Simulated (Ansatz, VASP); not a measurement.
# One calculation of Lu, two programs

```xyz
2
Lattice="3.4316 0.0000 0.0000 -1.7158 2.9718 0.0000 0.0000 0.0000 5.4376" Properties=species:S:1:pos:R:3 pbc="T T T"
Lu    1.7158    0.9906    4.0782
Lu    0.0000    1.9812    1.3594
```

Change from the starting cell: volume scaled by 0.94.

Alike in both runs: task single point; functional PBE; k mesh 9 × 9 × 5; occupations fermi-dirac, width 0.05 eV; no spin polarisation.

|  | VASP | Ansatz |
| --- | --- | --- |
| version | VASP 6.6.1 | Ansatz 0.2.0 |
| potentials or method | VASP PAW PBE potentials, release 64 (Lu), cutoff 520 eV | all-electron LAPW, scalar-relativistic |

Ansatz gave:

* gap on the k mesh at the Fermi level (eV): none
* pressure (GPa): 2.5
* traceless stress, the component that is largest in VASP (GPa): -0.83

Q: What did VASP give for the same quantities?

A: gap on the k mesh at the Fermi level (eV): none; pressure (GPa): 2.4; traceless stress, the component that is largest in VASP (GPa): -0.83.

A gap of «none» marks a metal or a gap that the smearing closes. Ansatz ran all-electron here, and VASP with PAW potentials.

Spin-orbit coupling is off throughout.
